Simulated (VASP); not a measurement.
PbF2: single point with PBE

PbF2:

```
Pb F
1.0
     0.00000    2.94581    2.94581
     2.94581    0.00000    2.94581
     2.94581    2.94581    0.00000
Pb F
1 2
Direct
  0.00000 0.00000 0.00000
  0.25000 0.25000 0.25000
  0.75000 0.75000 0.75000
```

```json
{"Program": "VASP 6.6.1", "Task": "single point", "Functional": "PBE", "Potentials or basis": "VASP PAW PBE potentials, release 64 (Pb_d, F)", "Cutoff": "520 eV", "k mesh": "6 × 6 × 6, shifted", "Occupations": "gaussian, width 0.01 eV", "Spin": "no spin polarisation", "Dipole correction": "no", "Further INCAR settings": "ALGO = Normal; EDIFF = 1e-06; NBANDS = 21; ISYM = 0"}
```

```yaml
Pressure: 4.0 GPa
Band_gap_on_the_k_mesh: 4.56 eV (least direct gap 4.69 eV)
```

Levels at points of the mesh, in eV from the valence-band top:
```
           k point  band 10  band 11  band 12  band 13  band 14  band 15  band 16  band 17  band 18  band 19
(0.08, 0.08, 0.08)    -2.59    -2.59    -2.09    -2.09    -1.86     6.53     6.87     6.87    11.16    14.98
```

It took 7.4 min on 1 thread of AMD EPYC 7R43 64-Core Processor (Zen 3), on a shared host, peak memory 0.46 GiB.

Caveat: the cell stands under pressure; spin-orbit coupling is left out, which moves the levels of the heavy elements; a shifted mesh leaves out Γ, where band edges can lie. PBE gaps usually lie below the measured ones, often by a third to a half.
